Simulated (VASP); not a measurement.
Here is a VASP 6.6.1 calculation.

Contents of POSCAR:

```
Al3Ni
1.0
    6.3989437765      0.0000000000      0.0000000000
    0.0000000000      7.0881549450      0.0000000000
    0.0000000000      0.0000000000      4.5959271304
Al Ni
12 4
Direct
    0.0127653144      0.2500000000      0.9145334359
    0.1727987497      0.4427309320      0.3707469815
    0.1727987497      0.0572690680      0.3707469815
    0.3272012503      0.5572690680      0.8707469815
    0.6727987497      0.4427309320      0.1292530185
    0.8272012503      0.9427309320      0.6292530185
    0.6727987497      0.0572690680      0.1292530185
    0.8272012503      0.5572690680      0.6292530185
    0.3272012503      0.9427309320      0.8707469815
    0.5127653144      0.2500000000      0.5854665641
    0.9872346856      0.7500000000      0.0854665641
    0.4872346856      0.7500000000      0.4145334359
    0.8718404583      0.2500000000      0.4421526631
    0.3718404583      0.2500000000      0.0578473369
    0.1281595417      0.7500000000      0.5578473369
    0.6281595417      0.7500000000      0.9421526631
```

INCAR.step1

```
  PREC = Accurate
  ENCUT = 520
  ISMEAR = 0
  SIGMA = 0.1
  LREAL = Auto
  LASPH = True
  NELM = 60
  NBANDS = 52
  GGA = PE
  ALGO = Normal
  EDIFF = 1E-4
  LWAVE = True
  LCHARG = False
```

The input INCAR.step2:

```
  PREC = Accurate
  ENCUT = 520
  EDIFF = 1E-7
  ISMEAR = 0
  SIGMA = 0.1
  LREAL = Auto
  LASPH = True
  NELM = 60
  ALGO = Normal
  ISIF = 2
  LWAVE = False
  LCHARG = True
  METAGGA = R2SCAN
  LMIXTAU = True
  LELF = True
  LVHAR = True
  NBANDS = 52
  ISTART = 1
```

Contents of KPOINTS:

```
regular mesh
0
Gamma
  6 6 8
```

Potentials or basis: VASP PAW PBE potentials, release 64 (Al, Ni).

The run is started by

```sh
$ cat potpaw_PBE.64/Al/POTCAR potpaw_PBE.64/Ni/POTCAR > POTCAR
$ cp INCAR.step1 INCAR
$ mpirun -np 1 vasp_std > vasp.out
$ cp INCAR.step2 INCAR
$ mpirun -np 1 vasp_std > vasp.out
```

Task: Estimate the pressure.

Result: 14.0 GPa.

Task: What does it give for the band gap on the k mesh?

Result: Zero (bands 38 and 39 overlap by 2.08 eV).

Task: Estimate the largest force.

Result: 0.009 eV/Å.

Forces in eV/Å, atoms in the order of the input:
```
Al   0.002  0.000 -0.009
Al   0.002  0.003  0.001
Al   0.002 -0.003  0.001
Al  -0.002 -0.003  0.001
Al   0.002  0.003 -0.001
Al  -0.002  0.003 -0.001
Al   0.002 -0.003 -0.001
Al  -0.002 -0.003 -0.001
Al  -0.002  0.003  0.001
Al   0.002  0.000  0.009
Al  -0.002  0.000  0.009
Al  -0.002  0.000 -0.009
Ni   0.004  0.000 -0.008
Ni   0.004  0.000  0.008
Ni  -0.004  0.000  0.008
Ni  -0.004  0.000 -0.008
```

Caveat: the cell stands under pressure; the PAW data sets were made with another functional, which shifts forces and pressure a little. Spin polarisation is off, so any magnetic state and its effect on volume and gap are missing.
